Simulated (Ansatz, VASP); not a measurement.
## BaTiO3 in VASP and in Ansatz

```xyz
5
Lattice="3.9722 0.0000 0.0000 0.0000 3.9722 0.0000 0.0000 0.0000 4.1128" Properties=species:S:1:pos:R:3 pbc="T T T"
Ba    0.0000    0.0000   -0.0181
Ti    1.9861    1.9861    1.9638
O     1.9861    1.9861    0.1423
O     1.9861    0.0000    2.1290
O     0.0000    1.9861    2.1290
```

Alike in both runs: functional r2SCAN; k mesh 8 × 8 × 8; occupations gaussian, width 0.02 eV; no spin polarisation.

Ansatz relaxed the structure, and its values are those at the end. VASP's run is a single point on that final structure, the one shown.

|  | VASP | Ansatz |
| --- | --- | --- |
| version | VASP 6.6.1 | Ansatz 0.2.0 |
| potentials or method | VASP PAW PBE potentials, release 64 (Ba_sv, Ti_sv, O), cutoff 520 eV | scalar-relativistic, plane waves, PAW |
| valence electrons in the cell | 40 | 40 |

Ansatz gave:

* gap on the k mesh at the Fermi level (eV): 2.23
* least direct gap on the mesh (eV): 2.70
* pressure (GPa): 0.0
* rms of the force components (eV/Å): 0.000

Question: What did VASP give for the same quantities?

Answer: gap on the k mesh at the Fermi level (eV): 2.21; least direct gap on the mesh (eV): 2.71; pressure (GPa): 1.9; rms of the force components (eV/Å): 0.060.

VASP's potentials were made for PBE, not for r2SCAN.

Spin-orbit coupling is off throughout.
